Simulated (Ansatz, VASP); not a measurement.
# Two plane-wave programs on Ru

```xyz
2
Lattice="2.7062 0.0000 0.0000 -1.3531 2.3436 0.0000 0.0000 0.0000 4.2552" Properties=species:S:1:pos:R:3 pbc="T T T"
Ru    0.0000    1.5624    1.0638
Ru    1.3531    0.7812    3.1914
```

Alike in both runs: functional r2SCAN; k mesh 13 × 13 × 8; occupations fermi-dirac, width 0.05 eV; collinear spin.

Ansatz relaxed the structure, and its values are those at the end. VASP's run is a single point on that final structure, the one shown.

|  | VASP | Ansatz |
| --- | --- | --- |
| version | VASP 6.6.1 | Ansatz 0.2.0 |
| potentials or method | VASP PAW PBE potentials, release 64 (Ru_pv), cutoff 520 eV | plane waves (500 eV) with PAW, scalar-relativistic |
| valence electrons in the cell | 28 | 32 |

|  | VASP | Ansatz | Ansatz less VASP |
| --- | --- | --- | --- |
| pressure (GPa) | 1.5 | 0.0 | -1.54 |
| net moment per atom (μB) | 0.00 | 0.00 | 0.000 |

VASP's potentials were made for PBE, not for r2SCAN. VASP's potentials hold 28 valence electrons a cell and Ansatz's 32, so a difference there can come from the potentials and not from the codes. Ansatz's warnings: seeded moment not kept.
